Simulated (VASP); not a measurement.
# Pd2Pt (Fm-3m) in VASP: notebook, part 2 of 2

VASP 6.6.1. The steps go on from the part before.

**4. Single point, PBE**

This run uses another cell than the first one, of 18.62 Å³/atom, 1.133 times its volume.

Input file INCAR:

```
SYSTEM = Pd2Pt
ALGO     = Fast           ! electronic algorithm
EDIFF    = 1E-7           ! SCF threshold, eV
ENCUT    = 520            ! plane-wave cutoff, eV
GGA      = PE             ! functional
ISIF     = 2              ! what is computed and relaxed
ISMEAR   = 0              ! smearing method
LASPH    = .True.         ! aspherical terms in the spheres
LCHARG   = .True.         ! write CHGCAR
LELF     = .True.         ! ELF
LREAL    = .False.        ! projectors in reciprocal space
LVHAR    = .True.       
LWAVE    = .False.        ! write WAVECAR
NBANDS   = 22             ! bands
NELM     = 60             ! most SCF steps
PREC     = Accurate       ! precision mode
SIGMA    = 0.1            ! smearing width, eV
```

Input file KPOINTS:

```
k-points
0
Gamma
  14 14 14
  0 0 0
```

Input file POSCAR:

```
Pd2Pt
1.0
    0.0000000000      3.0341066996      3.0341066996
    3.0341066996      0.0000000000      3.0341066996
    3.0341066996      3.0341066996      0.0000000000
Pd Pt
2 1
Direct
    0.2500000000      0.2500000000      0.2500000000
    0.7500000000      0.7500000000      0.7500000000
    0.0000000000      0.0000000000      0.0000000000
```

Potentials or basis: VASP PAW PBE potentials, release 64 (Pd, Pt).

Started as:

```
$ cat potpaw_PBE.64/Pd/POTCAR potpaw_PBE.64/Pt/POTCAR > POTCAR
$ mpirun -np 1 vasp_std > vasp.out
```

OUTCAR:

```text
SYSTEM = Pd2Pt
   EDIFF = 1E-7
   ENCUT = 520
   GGA = PE
   ISIF = 2
   ISMEAR = 0
   LASPH = .True.
   LREAL = .False.
   NELM = 60
   PREC = Accurate

 ion  position               nearest neighbor table
   1  0.250  0.250  0.250-   3 2.63   3 2.63   3 2.63   3 2.63   2 3.03   2 3.03   2 3.03   2 3.03
                             2 3.03   2 3.03
   2  0.750  0.750  0.750-   3 2.63   3 2.63   3 2.63   3 2.63   1 3.03   1 3.03   1 3.03   1 3.03
                             1 3.03   1 3.03
   3  0.000  0.000  0.000-   2 2.63   2 2.63   2 2.63   1 2.63   1 2.63   1 2.63   2 2.63   1 2.63

  LATTYP: Found a face centered cubic cell.
 ALAT       =     6.0682133992

  Lattice vectors:

 A1 = (   0.0000000000,   3.0341066996,   3.0341066996)
 A2 = (   3.0341066996,   0.0000000000,   3.0341066996)
 A3 = (   3.0341066996,   3.0341066996,   0.0000000000)

Analysis of symmetry for initial positions (statically):
=====================================================================
 Subroutine PRICEL returns:
 Original cell was already a primitive cell.

 Routine SETGRP: Setting up the symmetry group for a
 face centered cubic supercell.

[... 167 lines left out ...]
  energy without entropy =      -15.29300920  energy(sigma->0) =      -15.30954717

 E-fermi :   7.0237     XC(G=0): -11.7078

 val. band max:        7.0230126900   @ k =  -0.4286   0.4286   0.0714
 cond. band min:       7.0279362699   @ k =  -0.3571   0.2857   0.0714
 fundamental gap:      0.0049235799
 Fermi energy:         7.0236948402

 k-point     1 :       0.0000    0.0000    0.0000
  band No.  band energies     occupation
      1       0.2693      2.00000
      2       2.4035      2.00000
      3       2.4035      2.00000
      4       3.4415      2.00000
      5       3.4415      2.00000
      6       3.4415      2.00000
[... 589 lines left out ...]
     21      16.9520      0.00000
     22      18.9290      0.00000

 [... further k-points ...]

------------------------ aborting loop because EDIFF is reached ----------------------------------------

  FORCE on cell =-STRESS in cart. coord.  units (eV):
  Direction    XX          YY          ZZ          XY          YZ          ZX
  --------------------------------------------------------------------------------------
  -------------------------------------------------------------------------------------
  Total       -0.1171787     -0.1171787     -0.1171787     -0.0000000     -0.0000000      0.0000000
  in kB       -3.3607550     -3.3607550     -3.3607550     -0.0000000     -0.0000000      0.0000000
  external PRESSURE =      -3.3607550 kB  Pullay stress =       0.0000000 kB

 VOLUME and BASIS-vectors are now :
 -----------------------------------------------------------------------------
  energy-cutoff  :      520.00
  volume of cell :       55.86
      direct lattice vectors                 reciprocal lattice vectors
     0.000000000  3.034106700  3.034106700    -0.164793150  0.164793150  0.164793150
     3.034106700  0.000000000  3.034106700     0.164793150 -0.164793150  0.164793150
     3.034106700  3.034106700  0.000000000     0.164793150  0.164793150 -0.164793150

 POSITION                                       TOTAL-FORCE (eV/Angst)
 -----------------------------------------------------------------------------------
      1.51705      1.51705      1.51705        -0.000000     -0.000000     -0.000000
      4.55116      4.55116      4.55116         0.000000      0.000000      0.000000
      0.00000      0.00000      0.00000        -0.000000     -0.000000     -0.000000
 -----------------------------------------------------------------------------------
    total drift:                                0.000000     -0.000000      0.000000

  FREE ENERGIE OF THE ION-ELECTRON SYSTEM (eV)
  ---------------------------------------------------
  free  energy   TOTEN  =       -15.3260851312 eV

  energy  without entropy=      -15.2930092009  energy(sigma->0) =      -15.30954717
```

stdout:

```text
POSCAR found type information on POSCAR PdPt
 POSCAR found :  2 types and       3 ions
 scaLAPACK will be used
 LDA part: xc-table for (Slater+PW92), standard interpolation
 POSCAR, INCAR and KPOINTS ok, starting setup
 FFT: planning ... GRIDC
 FFT: planning ... GRID_SOFT
 FFT: planning ... GRID
 WAVECAR not read
 entering main loop
```

Run time: 3.1 min. Hardware: 1 thread of AMD EPYC 7R43 (Zen 3), shared host; peak memory 0.22 GiB.

Results:

* Free energy: -15.3261 eV
* Pressure: -0.3 GPa
* Band gap on the k mesh: zero (band 15 reaches 7.51 eV, above the bottom of band 16 at 6.56 eV)

Caveat: spin-orbit coupling is left out, which moves the levels of the heavy elements.

**5. Relaxation of cell and atoms, PBE**

This run uses another cell than the first one, of 18.60 Å³/atom, 1.132 times its volume.

Input file INCAR:

```
SYSTEM = Pd2Pt
PREC = Accurate ; ENCUT = 600
EDIFF = 1E-6 ; ISMEAR = 0
SIGMA = 0.1 ; LREAL = .FALSE.
LASPH = .TRUE. ; NELM = 100
ALGO = Fast ; ISIF = 3
LWAVE = .FALSE. ; LCHARG = .FALSE.
GGA = PE ; IBRION = 2
NSW = 100 ; EDIFFG = -0.01
```

Input file KPOINTS:

```
regular mesh
0
G
  14 14 14
  0 0 0
```

Input file POSCAR:

```
Pd2Pt
1.0
    0.0000000000      3.0330412961      3.0330412961
    3.0330412961      0.0000000000      3.0330412961
    3.0330412961      3.0330412961      0.0000000000
Pd Pt
2 1
Direct
    0.2500000000      0.2500000000      0.2500000000
    0.7500000000      0.7500000000      0.7500000000
    0.0000000000      0.0000000000      0.0000000000
```

Started as:

```
$ cat potpaw_PBE.64/Pd/POTCAR potpaw_PBE.64/Pt/POTCAR > POTCAR
$ mpirun -np 1 vasp_std > vasp.out
```

Wall time 7.5 min (1 thread of AMD EPYC 7R43 (Zen 3), shared host); peak memory 0.28 GiB.

It converged, with:

- Free energy: -15.3262 eV
- Relaxed volume: 18.57 Å³/atom
- Relaxed cell: a = 4.287 Å, b = 4.287 Å, c = 4.287 Å, α = 60.00°, β = 60.00°, γ = 60.00°
- Space group after relaxing (to 0.05 Å): Fm-3m (No. 225)
- Energy gained by relaxing: 0.0 meV/atom
- Ionic steps: 3
- Pressure after relaxing: 0.0 GPa
- Band gap on the k mesh: zero (band 15 reaches 7.54 eV, above the bottom of band 16 at 6.59 eV)

Final structure:
```yaml
crystal:
  lattice:
    - [0.00000, 3.03159, 3.03159]
    - [3.03159, 0.00000, 3.03159]
    - [3.03159, 3.03159, 0.00000]
  atoms:
    - { symbol: Pd, position: [0.25000, 0.25000, 0.25000] }
    - { symbol: Pd, position: [0.75000, 0.75000, 0.75000] }
    - { symbol: Pt, position: [0.00000, 0.00000, 0.00000] }
```

Levels at points of the mesh, in eV from the Fermi level:
```csv
k point,band 11,band 12,band 13,band 14,band 15,band 16,band 17,band 18,band 19
"(0.00, 0.00, 0.00)",-0.50,-0.50,-0.47,-0.47,-0.47,-0.47,8.73,9.74,9.74
"(0.50, 0.00, 0.00)",-2.04,-1.24,-0.69,-0.69,-0.02,-0.02,1.01,7.40,7.40
"(0.50, 0.50, 0.00)",-1.25,-0.90,-0.52,0.22,0.22,0.83,1.34,2.59,2.59
```

Caveat: spin-orbit coupling is left out, which moves the levels of the heavy elements.

**6. Overview**

```csv
task,spin,cell,k mesh,cutoff (eV),gap on the mesh (eV),pressure (GPa),relaxed volume (Å³/atom)
relaxation of cell and atoms,off,"relaxed from a = 4.115 Å, angles 60.0°, 3 atoms",6 × 6 × 6,600,none,-0.2,18.58
single point,"collinear, ferromagnetic start","a = 4.289 Å, angles 60.0°, 3 atoms",6 × 6 × 6,520,none,-0.3,-
single point,off,"a = 4.291 Å, angles 60.0°, 3 atoms",14 × 14 × 14,520,none,-0.3,-
relaxation of cell and atoms,off,"relaxed from a = 4.289 Å, angles 60.0°, 3 atoms",14 × 14 × 14,600,none,0.0,18.57
```

Alike in all rows: level PBE; potentials or basis VASP PAW PBE potentials, release 64 (Pd, Pt); smearing gaussian 0.1 eV.

Caveats: spin-orbit coupling is left out, which moves the levels of the heavy elements.

Absolute energies hang on the potentials; compare differences alone.
